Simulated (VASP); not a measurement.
The system is LiCl.

```
Li Cl
1.0
    -0.06816    2.48788    2.48788
     2.48788   -0.06816    2.48788
     2.48788    2.48788   -0.06816
Li Cl
1 1
Direct
  0.00000 0.00000 0.00000
  0.50000 0.50000 0.50000
```

This cell differs from its parent crystal: strain along [111] -4.0%.

Base run:

| Item | Value |
| --- | --- |
| Program | VASP 6.6.1 |
| Functional | r2SCAN |
| Potentials or basis | VASP PAW PBE potentials, release 64 (Li_sv, Cl) |
| Cutoff | 520 eV |
| k mesh | 8 × 8 × 8 |
| Occupations | gaussian, width 0.01 eV |
| Spin | no spin polarisation |

Its results: band gap on the k mesh 7.19 eV, indirect (least direct gap 7.45 eV).

Question: The run is repeated on the same cell with these changes: functional from r2SCAN to PBE; occupations from gaussian, width 0.01 eV to fermi-dirac, width 0.02 eV. What comes out?

Answer: Band gap on the k mesh 6.44 eV, indirect (least direct gap 6.46 eV).

A k mesh can miss the band edges.
